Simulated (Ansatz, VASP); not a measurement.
Two plane-wave programs on TaN

```
Ta N
1.0
     3.10858    0.00000    0.00000
     0.00000    3.10858    0.00000
     0.00000    0.00000   13.69760
Ta N
3 3
Direct
  0.25000 0.25000 0.34962
  0.75000 0.75000 0.50000
  0.25000 0.25000 0.65038
  0.75000 0.75000 0.32852
  0.25000 0.25000 0.50000
  0.75000 0.75000 0.67148
```

Alike in both runs: task single point; functional r2SCAN; k mesh 11 × 11 × 1; occupations fermi-dirac, width 0.05 eV; no spin polarisation.

```csv
,VASP,Ansatz
version,VASP 6.6.1,Ansatz 0.2.0
potentials or method,"VASP PAW PBE potentials, release 64 (Ta_pv, N)","PAW with Ansatz's default frozen-core files, scalar-relativistic"
plane-wave cutoff (eV),520,500
valence electrons in the cell,48,54
```

|  | VASP | Ansatz | Ansatz less VASP |
| --- | --- | --- | --- |
| rms of the force components (eV/Å) | 0.022 | 0.003 | -0.0197 |

VASP's potentials were made for PBE, not for r2SCAN. The functional is the same, so the differences come from potentials, cutoffs and numerics. VASP's potentials hold 48 valence electrons a cell and Ansatz's 54, so a difference there can come from the potentials and not from the codes. Ansatz's warnings: vacuum density over bound.

Spin-orbit coupling is off throughout.
